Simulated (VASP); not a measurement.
The system is Ta.

```xyz
2
Lattice="2.9004 0.0000 0.0000 -1.4502 2.5118 0.0000 0.0000 0.0000 5.1663" Properties=species:S:1:pos:R:3 pbc="T T T"
Ta    0.0000    1.6745    1.2916
Ta    1.4502    0.8373    3.8747
```

This isn't the form of Ta at room conditions, which is bcc.

```yaml
Program: VASP 6.6.1
Task: relaxation of cell and atoms
Functional: r2SCAN
Potentials_or_basis: VASP PAW PBE potentials, release 64 (Ta_pv)
Cutoff: 600 eV
k_mesh: 11 × 11 × 5
Occupations: fermi-dirac, width 0.05 eV
Spin: no spin polarisation
```

At the start: pressure -3.1 GPa; volume 18.82 Å³/atom.

Task: Where does the relaxation end?

Result: Over 6 steps the energy falls by 3.2 meV/atom and the volume is 18.52 Å³/atom (-1.6 %); space group P6_3/mmc (No. 194, to 0.1 Å) before and after.

The path:
```csv
step,energy change (eV),largest force (eV/Å),pressure (GPa),volume (Å³)
1,0.0000,0.0000,-3.12,37.64
2,0.0270,0.0000,8.04,35.68
3,-0.0063,0.0000,0.02,37.03
4,-0.0063,0.0000,0.07,37.02
5,-0.0064,0.0000,0.01,37.04
6,-0.0064,0.0000,0.03,37.03
```

Final structure:
```yaml
crystal:
  lattice:
    - [2.88033, 0.00000, 0.00000]
    - [-1.44016, 2.49444, 0.00000]
    - [0.00000, 0.00000, 5.15446]
  atoms:
    - { symbol: Ta, position: [0.33333, 0.66667, 0.25000] }
    - { symbol: Ta, position: [0.66667, 0.33333, 0.75000] }
```

Caveat: the PAW data sets were made with another functional, which shifts forces and pressure a little.
